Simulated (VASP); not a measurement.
# BeS (F-43m) in VASP: a series of runs

The runs below take BeS through single point, with PBE.

Program: VASP 6.6.1. These are calculated values, not measurements. Logs are shortened: lines on timing, memory, paths and dates and some standing lists are left out, and cuts for length are marked.

### Step 1. The cell of the first run

Symmetry: F-43m, No. 216, cubic system. The conventional cell has a = 4.776 Å, b = 4.776 Å, c = 4.776 Å, α = 90.00°, β = 90.00°, γ = 90.00°. Within 2.7 Å of Be (site symmetry -43m) lie 4 S at 2.07 Å. S (site symmetry -43m) has 4 Be at 2.07 Å within 2.7 Å.

### Step 2. Single point, PBE (13.62 Å³/atom)

The input, INCAR:

```
ALGO = Normal
EDIFF = 1E-6
ENCUT = 520
GGA = PE
ISIF = 2
ISMEAR = 0
LASPH = T
LCHARG = F
LREAL = F
LWAVE = F
NBANDS = 11
NELM = 60
PREC = Accurate
SIGMA = 0.01
```

The input, KPOINTS:

```
k-points
0
Gamma
  8 8 8
```

The input, POSCAR:

```
BeS
1.0
    0.0000000000      2.3881514586      2.3881514586
    2.3881514586      0.0000000000      2.3881514586
    2.3881514586      2.3881514586      0.0000000000
Be S
1 1
Direct
    0.0000000000      0.0000000000      0.0000000000
    0.2500000000      0.2500000000      0.2500000000
```

Potentials or basis: VASP PAW PBE potentials, release 64 (Be, S).

Started as:

```sh
> cat potpaw_PBE.64/Be/POTCAR potpaw_PBE.64/S/POTCAR > POTCAR
> mpirun -np 1 vasp_std > vasp.out
```

OUTCAR:

```text
EDIFF = 1E-6
   ENCUT = 520
   GGA = PE
   ISIF = 2
   ISMEAR = 0
   LASPH = T
   LREAL = F
   NELM = 60
   PREC = Accurate

 ion  position               nearest neighbor table
   1  0.000  0.000  0.000-   2 2.07   2 2.07   2 2.07   2 2.07
   2  0.250  0.250  0.250-   1 2.07   1 2.07   1 2.07   1 2.07

  LATTYP: Found a face centered cubic cell.
 ALAT       =     4.7763029172

  Lattice vectors:

 A1 = (   0.0000000000,   2.3881514586,   2.3881514586)
 A2 = (   2.3881514586,   0.0000000000,   2.3881514586)
 A3 = (   2.3881514586,   2.3881514586,   0.0000000000)

Analysis of symmetry for initial positions (statically):
=====================================================================
 Subroutine PRICEL returns:
 Original cell was already a primitive cell.

 Routine SETGRP: Setting up the symmetry group for a
 face centered cubic supercell.

 Subroutine GETGRP returns: Found 24 space group operations
 (whereof 24 operations were pure point group operations)
 out of a pool of 48 trial point group operations.

The static configuration has the point symmetry T_d .

Analysis of symmetry for dynamics (positions and initial velocities):
=====================================================================
 Subroutine PRICEL returns:
 Original cell was already a primitive cell.

 Routine SETGRP: Setting up the symmetry group for a
 face centered cubic supercell.

 Subroutine GETGRP returns: Found 24 space group operations
 (whereof 24 operations were pure point group operations)
 out of a pool of 48 trial point group operations.

The dynamic configuration has the point symmetry T_d .

 Subroutine INISYM returns: Found 24 space group operations
 (whereof 24 operations are pure point group operations),
 and found     1 'primitive' translations

----------------------------------------------------------------------------------------

                                     Primitive cell

  volume of cell :      27.2405

  direct lattice vectors                    reciprocal lattice vectors
     0.000000000  2.388151459  2.388151459    -0.209366955  0.209366955  0.209366955
     2.388151459  0.000000000  2.388151459     0.209366955 -0.209366955  0.209366955
     2.388151459  2.388151459  0.000000000     0.209366955  0.209366955 -0.209366955

  length of vectors
     3.377356182  3.377356182  3.377356182     0.362634204  0.362634204  0.362634204

  position of ions in fractional coordinates (direct lattice)
     0.000000000  0.000000000  0.000000000
     0.250000000  0.250000000  0.250000000

[... 85 lines left out ...]
   TEBEG  =    0.0;   TEEND  =   0.0 temperature during run
   PSTRESS=    0.0 pullay stress
   NELECT =       8.0000    total number of electrons
   NUPDOWN=      -1.0000    fix difference up-down
   EMIN   =  10.00;   EMAX   =-10.00  energy-range for DOS
   EFERMI =   0.00;   METHOD = LEGACY
   ISMEAR =     0;   SIGMA  =   0.01  broadening in eV -4-tet -1-fermi 0-gaus
   EFERMI_NEDOS =   21; number of points for ismear=-14 and -15
   IALGO  =     38    algorithm
   IMIX   =      4    mixing-type and parameters
     AMIX     =   0.40;   BMIX     =  1.00
     AMIX_MAG =   1.60;   BMIX_MAG =  1.00
  volume/ion in A,a.u.               =      13.62        91.91
  Fermi-wavevector in a.u.,A,eV,Ry     =   1.088177  2.056357 16.111062  1.184130
  Thomas-Fermi vector in A             =   2.224353
   LORBIT       =      0    0 simple, 1 ext, 2 COOP (PROOUT), +10 PAW based schemes
   GGA     = PE    functional components
   LHFCALC =     F    Hartree Fock is set to
   AEXX    =    0.0000 exact exchange contribution
   IVDW    =     0    specifies the selected vdW correction
   LEPSILON=     F    determine dielectric tensor
   LRPA    =     F    only Hartree local field effects (RPA)
 non-spin polarized calculation
 Gauss-broadening in eV      SIGMA  =   0.01
  energy-cutoff  :      520.00
  volume of cell :       27.24
 maximum number of plane-waves:       754
 NGX is ok and might be reduce to    28
   NGX = 13   NGY = 13   NGZ = 13

 number of electron       8.0000001 magnetization

 Free energy of the ion-electron system (eV)
  ---------------------------------------------------
  ext. energy  EPLUGINS =         0.00000000
  ---------------------------------------------------
  free energy    TOTEN  =        -9.97919253 eV

  energy without entropy =       -9.97919253  energy(sigma->0) =       -9.97919253

 E-fermi :   4.7994     XC(G=0):  -9.9222

 val. band max:        4.6621398819   @ k =   0.0000   0.0000   0.0000
 cond. band min:       7.6647158671   @ k =   0.5000   0.5000   0.0000
 fundamental gap:      3.0025759853
 Fermi energy:         4.7994469806

 k-point     1 :       0.0000    0.0000    0.0000
  band No.  band energies     occupation
      1      -9.3489      2.00000
      2       4.6621      2.00000
      3       4.6621      2.00000
      4       4.6621      2.00000
      5      10.3078      0.00000
      6      10.3078      0.00000
      7      10.3078      0.00000
      8      10.9449      0.00000
      9      17.5644      0.00000
     10      17.5644      0.00000
     11      19.8925      0.00000
[... 309 lines left out ...]
 k-point    24 :      -0.3750    0.2500    0.1250
  band No.  band energies     occupation
      1      -7.3094      2.00000
      2      -0.8715      2.00000
      3       1.7376      2.00000
      4       2.7006      2.00000
      5      10.7346      0.00000
      6      11.3639      0.00000
      7      14.0100      0.00000
      8      15.3924      0.00000
      9      16.3039      0.00000
     10      20.2697      0.00000
     11      21.0221      0.00000

 [... further k-points ...]

------------------------ aborting loop because EDIFF is reached ----------------------------------------

  FORCE on cell =-STRESS in cart. coord.  units (eV):
  Direction    XX          YY          ZZ          XY          YZ          ZX
  --------------------------------------------------------------------------------------
  -------------------------------------------------------------------------------------
  Total        1.1039691      1.1039691      1.1039691     -0.0000000     -0.0000000     -0.0000000
  in kB       64.9309737     64.9309737     64.9309737     -0.0000000     -0.0000000     -0.0000000
  external PRESSURE =      64.9309737 kB  Pullay stress =       0.0000000 kB

 VOLUME and BASIS-vectors are now :
 -----------------------------------------------------------------------------
  energy-cutoff  :      520.00
  volume of cell :       27.24
      direct lattice vectors                 reciprocal lattice vectors
     0.000000000  2.388151459  2.388151459    -0.209366955  0.209366955  0.209366955
     2.388151459  0.000000000  2.388151459     0.209366955 -0.209366955  0.209366955
     2.388151459  2.388151459  0.000000000     0.209366955  0.209366955 -0.209366955

 POSITION                                       TOTAL-FORCE (eV/Angst)
 -----------------------------------------------------------------------------------
      0.00000      0.00000      0.00000        -0.000000      0.000000      0.000000
      1.19408      1.19408      1.19408         0.000000     -0.000000     -0.000000
 -----------------------------------------------------------------------------------
    total drift:                                0.000000      0.000000      0.000000

  FREE ENERGIE OF THE ION-ELECTRON SYSTEM (eV)
  ---------------------------------------------------
  free  energy   TOTEN  =        -9.9791925338 eV

  energy  without entropy=       -9.9791925338  energy(sigma->0) =       -9.97919253
```

stdout:

```text
POSCAR found type information on POSCAR BeS
 POSCAR found :  2 types and       2 ions
 scaLAPACK will be used
 LDA part: xc-table for (Slater+PW92), standard interpolation
 POSCAR, INCAR and KPOINTS ok, starting setup
 FFT: planning ... GRIDC
 FFT: planning ... GRID_SOFT
 FFT: planning ... GRID
 WAVECAR not read
 entering main loop
```

It took 10 s on 1 thread of Intel Xeon 8259CL, shared host; peak memory 0.15 GiB.

What came out:

```yaml
Free_energy: -9.9792 eV
Pressure: 6.5 GPa
Band_gap_on_the_k_mesh: 3.00 eV (least direct gap 5.65 eV)
```

Levels at points of the mesh, in eV from the valence-band top:
```
           k point  band 2  band 3  band 4  band 5  band 6  band 7
(0.00, 0.00, 0.00)    0.00    0.00    0.00    5.65    5.65    5.65
(0.50, 0.00, 0.00)   -6.09   -1.10   -1.10    5.65    6.55    6.55
(0.50, 0.50, 0.00)   -5.26   -2.80   -2.80    3.00    4.87   13.16
```

Caveat: the cell stands under pressure. Expect the measured gap to be larger: semilocal functionals such as PBE lack the derivative discontinuity.

### Step 3. Single point, PBE

This run uses another cell than the first one, of 14.49 Å³/atom.

The input, INCAR:

```
PREC = Accurate
ENCUT = 520
EDIFF = 1E-6
ISMEAR = 0
SIGMA = 0.01
LREAL = False
LASPH = True
NELM = 100
ALGO = Normal
ISIF = 2
LWAVE = False
LCHARG = True
GGA = PE
LELF = True
LVHAR = True
NBANDS = 11
```

The input, KPOINTS:

```
Automatic mesh
0
Gamma
  8 8 8
```

The input, POSCAR:

```
BeS
1.0
    0.0000000000      2.4379188694      2.4379188694
    2.4379188694      0.0000000000      2.4379188694
    2.4379188694      2.4379188694      0.0000000000
Be S
1 1
Direct
    0.0000000000      0.0000000000      0.0000000000
    0.2500000000      0.2500000000      0.2500000000
```

Potentials or basis: VASP PAW PBE potentials, release 64 (Be, S).

Started as:

```sh
> cat potpaw_PBE.64/Be/POTCAR potpaw_PBE.64/S/POTCAR > POTCAR
> mpirun -np 1 vasp_std > vasp.out
```

OUTCAR:

```text
PREC = Accurate
   ENCUT = 520
   EDIFF = 1E-6
   ISMEAR = 0
   LREAL = False
   LASPH = True
   NELM = 100
   ISIF = 2
   GGA = PE

 ion  position               nearest neighbor table
   1  0.000  0.000  0.000-   2 2.11   2 2.11   2 2.11   2 2.11
   2  0.250  0.250  0.250-   1 2.11   1 2.11   1 2.11   1 2.11

  LATTYP: Found a face centered cubic cell.
 ALAT       =     4.8758377388

  Lattice vectors:

 A1 = (   0.0000000000,   2.4379188694,   2.4379188694)
 A2 = (   2.4379188694,   0.0000000000,   2.4379188694)
 A3 = (   2.4379188694,   2.4379188694,   0.0000000000)

Analysis of symmetry for initial positions (statically):
=====================================================================
 Subroutine PRICEL returns:
 Original cell was already a primitive cell.

 Routine SETGRP: Setting up the symmetry group for a
 face centered cubic supercell.

 Subroutine GETGRP returns: Found 24 space group operations
 (whereof 24 operations were pure point group operations)
 out of a pool of 48 trial point group operations.

The static configuration has the point symmetry T_d .
[... 171 lines left out ...]
      1      -9.5753      2.00000
      2       4.0113      2.00000
      3       4.0113      2.00000
      4       4.0113      2.00000
      5       9.6871      0.00000
      6       9.6871      0.00000
      7       9.6871      0.00000
      8       9.7628      0.00000
      9      16.7937      0.00000
     10      16.7937      0.00000
     11      18.7600      0.00000
[... 309 lines left out ...]
 k-point    24 :      -0.3750    0.2500    0.1250
  band No.  band energies     occupation
      1      -7.7406      2.00000
      2      -1.1485      2.00000
      3       1.2859      2.00000
      4       2.2145      2.00000
      5      10.1179      0.00000
      6      10.5618      0.00000
      7      13.0755      0.00000
      8      14.4564      0.00000
      9      15.4025      0.00000
     10      19.2414      0.00000
     11      19.8652      0.00000

 [... further k-points ...]

------------------------ aborting loop because EDIFF is reached ----------------------------------------

  FORCE on cell =-STRESS in cart. coord.  units (eV):
  Direction    XX          YY          ZZ          XY          YZ          ZX
  --------------------------------------------------------------------------------------
  -------------------------------------------------------------------------------------
  Total        0.0056746      0.0056746      0.0056746      0.0000000     -0.0000000     -0.0000000
  in kB        0.3137339      0.3137339      0.3137339      0.0000000     -0.0000000     -0.0000000
  external PRESSURE =       0.3137339 kB  Pullay stress =       0.0000000 kB

 VOLUME and BASIS-vectors are now :
 -----------------------------------------------------------------------------
  energy-cutoff  :      520.00
  volume of cell :       28.98
      direct lattice vectors                 reciprocal lattice vectors
     0.000000000  2.437918869  2.437918869    -0.205092961  0.205092961  0.205092961
     2.437918869  0.000000000  2.437918869     0.205092961 -0.205092961  0.205092961
     2.437918869  2.437918869  0.000000000     0.205092961  0.205092961 -0.205092961

 POSITION                                       TOTAL-FORCE (eV/Angst)
 -----------------------------------------------------------------------------------
      0.00000      0.00000      0.00000        -0.000000     -0.000000     -0.000000
      1.21896      1.21896      1.21896         0.000000      0.000000      0.000000
 -----------------------------------------------------------------------------------
    total drift:                                0.000000      0.000000      0.000000

  FREE ENERGIE OF THE ION-ELECTRON SYSTEM (eV)
  ---------------------------------------------------
  free  energy   TOTEN  =       -10.0133387652 eV

  energy  without entropy=      -10.0133387652  energy(sigma->0) =      -10.01333877
```

Wall time 10 s (1 thread of Intel Xeon 8259CL, shared host); peak memory 0.15 GiB.

Results:

```yaml
Free_energy: -10.0133 eV
Pressure: 0.0 GPa
Band_gap_on_the_k_mesh: 3.15 eV (least direct gap 5.68 eV)
```

A k mesh can miss the band edges. A hybrid or GW would open this gap; PBE tends to underestimate it.
